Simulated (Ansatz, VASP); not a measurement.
## Ag: VASP beside Ansatz

File INCAR:

```
ALGO     = Normal         # electronic algorithm
EDIFF    = 1E-6           # SCF threshold, eV
ENCUT    = 520            # plane-wave cutoff, eV
GGA      = CA             # functional
ISIF     = 2              # what is computed and relaxed
ISMEAR   = -1             # smearing method
LASPH    = T              # aspherical terms in the spheres
LCHARG   = F              # write CHGCAR
LREAL    = F              # projectors in reciprocal space
LWAVE    = F              # write WAVECAR
NBANDS   = 12             # bands
NELM     = 100            # most SCF steps
PREC     = Accurate       # precision mode
SIGMA    = 0.1            # smearing width, eV
```

File KPOINTS:

```
k-points
0
Gamma
  4 4 4
```

Contents of POSCAR:

```
Ag
1.0
    0.0000000000      1.9996579419      1.9996579419
    1.9996579419      0.0000000000      1.9996579419
    1.9996579419      1.9996579419      0.0000000000
Ag
1
Direct
    0.0000000000      0.0000000000      0.0000000000
```

Input for Ansatz:

```yaml
crystal:
  lattice:
    - [0.0, 1.9996579419, 1.9996579419]
    - [1.9996579419, 0.0, 1.9996579419]
    - [1.9996579419, 1.9996579419, 0.0]
  atoms:
    - { symbol: Ag, position: [0.0, 0.0, 0.0] }
hamiltonian:
  xc: lda
  pseudopotentials:
    kind: paw
    azcp:
      Ag: "pseudopotentials/Ag.paw.azcp"
basis:
  ecutwfc: 420
  fft_grid_basis: typed
kpoints:
  mp_grid: { grid: [4, 4, 4], shift: [0, 0, 0] }
magnetization:
  spin_polarized: false
scf:
  occupations: { method: fermi_dirac, width: 0.1 }
  lower_state_search: "off"
output:
  stress: true
```

Alike in both runs: task single point; functional LDA; k mesh 4 × 4 × 4; occupations fermi-dirac, width 0.1 eV; no spin polarisation.

|  | VASP | Ansatz |
| --- | --- | --- |
| version | VASP 6.6.1 | Ansatz 0.2.0 |
| potentials or method | VASP PAW LDA potentials, release 64 (Ag), cutoff 520 eV | plane waves (420 eV) with PAW, scalar-relativistic |
| valence electrons in the cell | 11 | 19 |

```csv
,VASP,Ansatz,Ansatz less VASP
pressure (GPa),1.9,1.8,-0.12
```

Ansatz warns that its potentials were made for another functional, while VASP's fit it. LDA's correlation is that of Perdew and Zunger in VASP and of Perdew and Wang (1992) in Ansatz. VASP's potentials hold 11 valence electrons a cell and Ansatz's 19, so a difference there can come from the potentials and not from the codes.

The k mesh is coarse, so the values compare programs but aren't converged.
